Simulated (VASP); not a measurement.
# HfN in VASP: single point with LDA

Aim: the single point of HfN with LDA.

Everything below comes from runs of VASP 6.6.1. Logs are shortened: lines on timing, memory, paths and dates and some standing lists are left out, and cuts for length are marked.

## Step 1: The cell of the first run

The cell holds a slab with vacuum, 10 atoms: a = 3.190 Å, b = 3.190 Å, c = 23.024 Å, α = 90.00°, β = 90.00°, γ = 90.00°.

## Step 2: Single point, LDA

INCAR

```
ALGO = Normal
DIPOL = 0.5 0.5 0.500
EDIFF = 1E-6
ENCUT = 520
GGA = CA
IDIPOL = 3
ISIF = 2
ISMEAR = 1
LASPH = True
LCHARG = False
LDIPOL = True
LREAL = False
LWAVE = False
NBANDS = 48
NELM = 80
PREC = Accurate
SIGMA = 0.1
```

KPOINTS

```
k-points
0
Gamma
  5 5 1
```

POSCAR

```
HfN
1.0
    3.1904657967      0.0000000000      0.0000000000
    0.0000000000      3.1904657967      0.0000000000
    0.0000000000      0.0000000000     23.0240000000
Hf N
5 5
Direct
    0.0000000000      0.0000000000      0.3040305768
    0.5000000000      0.5000000000      0.4020152884
    0.0000000000      0.0000000000      0.5000000000
    0.5000000000      0.5000000000      0.5979847116
    0.0000000000      0.0000000000      0.6959694232
    0.5000000000      0.5000000000      0.3040305768
    1.0000000000      0.0000000000      0.4020152884
    0.5000000000      0.5000000000      0.5000000000
    0.0000000000      0.0000000000      0.5979847116
    0.5000000000      0.5000000000      0.6959694232
```

Potentials or basis: VASP PAW LDA potentials, release 64 (Hf_pv, N).

On the command line:

```
> cat potpaw_LDA.64/Hf_pv/POTCAR potpaw_LDA.64/N/POTCAR > POTCAR
> mpirun -np 1 vasp_std > vasp.out
```

OUTCAR:

```text
EDIFF = 1E-6
   ENCUT = 520
   GGA = CA
   ISIF = 2
   ISMEAR = 1
   LASPH = True
   LREAL = False
   NELM = 80
   PREC = Accurate

 ion  position               nearest neighbor table
   1  0.000  0.000  0.304-   7 2.26   6 2.26   6 2.26   6 2.26   6 2.26   2 3.19   2 3.19   2 3.19
                             2 3.19
   2  0.500  0.500  0.402-   6 2.26   8 2.26   7 2.26   7 2.26   7 2.26   7 2.26   3 3.19   3 3.19
                             1 3.19   3 3.19   1 3.19   1 3.19   3 3.19   1 3.19
   3  0.000  0.000  0.500-   7 2.26   9 2.26   8 2.26   8 2.26   8 2.26   8 2.26   4 3.19   4 3.19
                             2 3.19   4 3.19   2 3.19   2 3.19   4 3.19   2 3.19
   4  0.500  0.500  0.598-   8 2.26  10 2.26   9 2.26   9 2.26   9 2.26   9 2.26   5 3.19   5 3.19
                             3 3.19   5 3.19   3 3.19   3 3.19   5 3.19   3 3.19
   5  0.000  0.000  0.696-   9 2.26  10 2.26  10 2.26  10 2.26  10 2.26   4 3.19   4 3.19   4 3.19
                             4 3.19
   6  0.500  0.500  0.304-   2 2.26   1 2.26   1 2.26   1 2.26   1 2.26
   7  0.000  0.000  0.402-   1 2.26   3 2.26   2 2.26   2 2.26   2 2.26   2 2.26
   8  0.500  0.500  0.500-   2 2.26   4 2.26   3 2.26   3 2.26   3 2.26   3 2.26
   9  0.000  0.000  0.598-   3 2.26   5 2.26   4 2.26   4 2.26   4 2.26   4 2.26
  10  0.500  0.500  0.696-   4 2.26   5 2.26   5 2.26   5 2.26   5 2.26

  LATTYP: Found a simple tetragonal cell.
 ALAT       =     3.1904657967
 C/A-ratio  =     7.2165011215

  Lattice vectors:

 A1 = (   3.1904657967,   0.0000000000,   0.0000000000)
 A2 = (   0.0000000000,   3.1904657967,   0.0000000000)
 A3 = (   0.0000000000,   0.0000000000,  23.0240000000)

Analysis of symmetry for initial positions (statically):
=====================================================================
 Subroutine PRICEL returns:
 Original cell was already a primitive cell.

 Routine SETGRP: Setting up the symmetry group for a
 simple tetragonal supercell.

 Subroutine GETGRP returns: Found 16 space group operations
 (whereof 16 operations were pure point group operations)
 out of a pool of 16 trial point group operations.

The static configuration has the point symmetry D_4h.

Analysis of symmetry for dynamics (positions and initial velocities):
=====================================================================
 Subroutine PRICEL returns:
 Original cell was already a primitive cell.

 Routine SETGRP: Setting up the symmetry group for a
 simple tetragonal supercell.

 Subroutine GETGRP returns: Found 16 space group operations
 (whereof 16 operations were pure point group operations)
 out of a pool of 16 trial point group operations.

The dynamic configuration has the point symmetry D_4h.

 Subroutine INISYM returns: Found 16 space group operations
 (whereof 16 operations are pure point group operations),
 and found     1 'primitive' translations

----------------------------------------------------------------------------------------

                                     Primitive cell

  volume of cell :     234.3630

  direct lattice vectors                    reciprocal lattice vectors
     3.190465797  0.000000000  0.000000000     0.313433857  0.000000000  0.000000000
     0.000000000  3.190465797  0.000000000     0.000000000  0.313433857  0.000000000
     0.000000000  0.000000000 23.024000000     0.000000000  0.000000000  0.043432940

  length of vectors
     3.190465797  3.190465797 23.024000000     0.313433857  0.313433857  0.043432940

  position of ions in fractional coordinates (direct lattice)
     0.000000000  0.000000000  0.304030577
     0.500000000  0.500000000  0.402015288
     0.000000000  0.000000000  0.500000000
     0.500000000  0.500000000  0.597984712
     0.000000000  0.000000000  0.695969423
     0.500000000  0.500000000  0.304030577
     0.000000000  0.000000000  0.402015288
     0.500000000  0.500000000  0.500000000
     0.000000000  0.000000000  0.597984712
     0.500000000  0.500000000  0.695969423

  ion indices of the primitive-cell ions
   primitive index   ion index
                 1           1
                 2           2
                 3           3
                 4           4
                 5           5
                 6           6
                 7           7
                 8           8
                 9           9
                10          10

----------------------------------------------------------------------------------------

 KPOINTS: k-points

Automatic generation of k-mesh.
 Grid dimensions read from file:
 generate k-points for:    5    5    1

 Generating k-lattice:

  Cartesian coordinates                     Fractional coordinates (reciprocal lattice)
     0.062686771  0.000000000  0.000000000     0.200000000  0.000000000  0.000000000
     0.000000000  0.062686771  0.000000000     0.000000000  0.200000000  0.000000000
     0.000000000  0.000000000  0.043432940     0.000000000  0.000000000  1.000000000

  Length of vectors
     0.062686771  0.062686771  0.043432940

  Shift w.r.t. Gamma in fractional coordinates (k-lattice)
     0.000000000  0.000000000  0.000000000

 Subroutine IBZKPT returns following result:
 ===========================================

 Found      6 irreducible k-points:

 Following reciprocal coordinates:
            Coordinates               Weight
  0.000000  0.000000  0.000000      1.000000
  0.200000  0.000000  0.000000      4.000000
  0.400000  0.000000  0.000000      4.000000
  0.200000  0.200000  0.000000      4.000000
  0.400000  0.200000  0.000000      8.000000
  0.400000  0.400000  0.000000      4.000000
   k-points           NKPTS =      6   k-points in BZ     NKDIM =      6   number of bands    NBANDS=     48
   number of dos      NEDOS =    301   number of ions     NIONS =     10
   total plane-waves  NPLWV = 103680
   dimension x,y,z NGX =    24 NGY =   24 NGZ =  180
   dimension x,y,z NGXF=    48 NGYF=   48 NGZF=  360
   ions per type =               5   5
   NGX,Y,Z   is equivalent  to a cutoff of  12.51, 12.51, 13.00 a.u.
   NGXF,Y,Z  is equivalent  to a cutoff of  25.01, 25.01, 25.99 a.u.
 SYSTEM =  unknown system
   PREC   = accura    normal or accurate (medium, high low for compatibility)
   ISTART =      0    job   : 0-new  1-cont  2-samecut
   ICHARG =      2    charge: 1-file 2-atom 10-const
   ISPIN  =      1    spin polarized calculation?
   LNONCOLLINEAR =      F non collinear calculations
   LSORBIT =      F    spin-orbit coupling
   LASPH  =      T    aspherical Exc in radial PAW
   ENCUT  =  520.0 eV  38.22 Ry    6.18 a.u.   5.93  5.93 42.81*2*pi/ulx,y,z
   NELM   =     80;   NELMIN=  2; NELMDL= -5     # of ELM steps
   EDIFF  = 0.1E-05   stopping-criterion for ELM
   LREAL  =      F    real-space projection
   EDIFFG = 0.1E-04   stopping-criterion for IOM
   NSW    =      0    number of steps for IOM
   IBRION =     -1    ionic relax: 0-MD 1-quasi-New 2-CG
   NFREE  =      0    steps in history (QN), initial steepest desc. (CG)
   ISIF   =      2    stress and relaxation
   ISYM   =      2    0-nonsym 1-usesym 2-fastsym
   POTIM  = 0.5000    time-step for ionic-motion
   TEBEG  =    0.0;   TEEND  =   0.0 temperature during run
   PSTRESS=    0.0 pullay stress
   NELECT =      75.0000    total number of electrons
   NUPDOWN=      -1.0000    fix difference up-down
   EMIN   =  10.00;   EMAX   =-10.00  energy-range for DOS
   EFERMI =   0.00;   METHOD = LEGACY
   ISMEAR =     1;   SIGMA  =   0.10  broadening in eV -4-tet -1-fermi 0-gaus
   EFERMI_NEDOS =   21; number of points for ismear=-14 and -15
   IALGO  =     38    algorithm
   IMIX   =      4    mixing-type and parameters
     AMIX     =   0.40;   BMIX     =  1.00
     AMIX_MAG =   1.60;   BMIX_MAG =  1.00
  volume/ion in A,a.u.               =      23.44       158.16
  Fermi-wavevector in a.u.,A,eV,Ry     =   1.119779  2.116075 17.060409  1.253905
  Thomas-Fermi vector in A             =   2.256420
   LORBIT       =      0    0 simple, 1 ext, 2 COOP (PROOUT), +10 PAW based schemes
   GGA     = CA    functional components
   LHFCALC =     F    Hartree Fock is set to
   AEXX    =    0.0000 exact exchange contribution
   IVDW    =     0    specifies the selected vdW correction
   LEPSILON=     F    determine dielectric tensor
   LRPA    =     F    only Hartree local field effects (RPA)
 non-spin polarized calculation
 Methfessel and Paxton  Order N= 1 SIGMA  =   0.10
  energy-cutoff  :      520.00
  volume of cell :      234.36
 maximum number of plane-waves:      6360
 NGX is ok and might be reduce to    24
   NGX = 11   NGY = 11   NGZ = 85

 dipolmoment           0.000000      0.000000      0.000000 electrons x Angstroem

 number of electron      75.0000000 magnetization

 dipolmoment           0.000000      0.000000     -0.000000 electrons x Angstroem

 Free energy of the ion-electron system (eV)
  ---------------------------------------------------
  ext. energy  EPLUGINS =         0.00000000
  ---------------------------------------------------
  free energy    TOTEN  =      -116.41479358 eV

  energy without entropy =     -116.41618106  energy(sigma->0) =     -116.41525607

 E-fermi :   2.5796     XC(G=0):  -7.3972

 val. band max:        2.5311628001   @ k =   0.2000   0.2000   0.0000
 cond. band min:       2.6022333170   @ k =   0.2000   0.0000   0.0000
 fundamental gap:      0.0710705169
 Fermi energy:         2.5796068974

 k-point     1 :       0.0000    0.0000    0.0000
  band No.  band energies     occupation
      1     -29.3392      2.00000
      2     -29.2896      2.00000
      3     -29.1412      2.00000
      4     -28.7985      2.00000
      5     -28.7985      2.00000
      6     -28.7759      2.00000
[... 40 lines left out ...]
     47       4.5159     -0.00000
     48       4.6230      0.00000
[... 253 lines left out ...]
     47       6.9438      0.00000
     48       6.9474      0.00000

------------------------ aborting loop because EDIFF is reached ----------------------------------------

 vacuum level on the upper side and lower side of the slab       (xc-potential included)        -0.364        -0.364

  FORCE on cell =-STRESS in cart. coord.  units (eV):
  Direction    XX          YY          ZZ          XY          YZ          ZX
  --------------------------------------------------------------------------------------
  -------------------------------------------------------------------------------------
  Total      -13.2417262    -13.2417262     -7.9263283      0.0000000     -0.0000000      0.0000000
  in kB      -90.5245187    -90.5245187    -54.1868213      0.0000000     -0.0000000      0.0000000
  external PRESSURE =     -78.4119529 kB  Pullay stress =       0.0000000 kB

 VOLUME and BASIS-vectors are now :
 -----------------------------------------------------------------------------
  energy-cutoff  :      520.00
  volume of cell :      234.36
      direct lattice vectors                 reciprocal lattice vectors
     3.190465797  0.000000000  0.000000000     0.313433857  0.000000000  0.000000000
     0.000000000  3.190465797  0.000000000     0.000000000  0.313433857  0.000000000
     0.000000000  0.000000000 23.024000000     0.000000000  0.000000000  0.043432940

 POSITION                                       TOTAL-FORCE (eV/Angst)
 -----------------------------------------------------------------------------------
      0.00000      0.00000      7.00000        -0.000000     -0.000000      2.046387
      1.59523      1.59523      9.25600        -0.000000     -0.000000     -0.280561
      0.00000      0.00000     11.51200        -0.000000     -0.000000     -0.000000
      1.59523      1.59523     13.76800        -0.000000      0.000000      0.280561
      0.00000      0.00000     16.02400        -0.000000     -0.000000     -2.046387
      1.59523      1.59523      7.00000         0.000000      0.000000     -0.704679
      0.00000      0.00000      9.25600        -0.000000     -0.000000     -0.665386
      1.59523      1.59523     11.51200        -0.000000     -0.000000     -0.000000
      0.00000      0.00000     13.76800        -0.000000     -0.000000      0.665386
      1.59523      1.59523     16.02400        -0.000000      0.000000      0.704679
 -----------------------------------------------------------------------------------
    total drift:                                0.000000     -0.000000     -0.000000

  FREE ENERGIE OF THE ION-ELECTRON SYSTEM (eV)
  ---------------------------------------------------
  free  energy   TOTEN  =      -116.4147935809 eV

  energy  without entropy=     -116.4161810575  energy(sigma->0) =     -116.41525607

 vacuum level on the upper side and lower side of the slab         5.331         5.331
```

Wall time 2.7 min (1 thread of AMD EPYC 7R43 (Zen 3), shared host); peak memory 0.23 GiB.

What came out:

- Free energy: -116.4148 eV
- Largest force: 2.046 eV/Å

Forces on the atoms (eV/Å):
```
Hf   0.000  0.000  2.046
Hf   0.000  0.000 -0.281
Hf   0.000  0.000  0.000
Hf   0.000  0.000  0.281
Hf   0.000  0.000 -2.046
N    0.000  0.000 -0.705
N    0.000  0.000 -0.665
N    0.000  0.000  0.000
N    0.000  0.000  0.665
N    0.000  0.000  0.705
```

Levels at points of the mesh, in eV from the Fermi level:
| k point | band 34 | band 35 | band 36 | band 37 | band 38 | band 39 | band 40 | band 41 | band 42 | band 43 |
| --- | --- | --- | --- | --- | --- | --- | --- | --- | --- | --- |
| (0.00, 0.00, 0.00) | -2.95 | -2.95 | -2.78 | -2.78 | -2.34 | -1.46 | -0.77 | -0.34 | 0.07 | 0.07 |

Caveat: the k points lie up to 0.39 Å⁻¹ apart; spin-orbit coupling is left out, which moves the levels of the heavy elements.
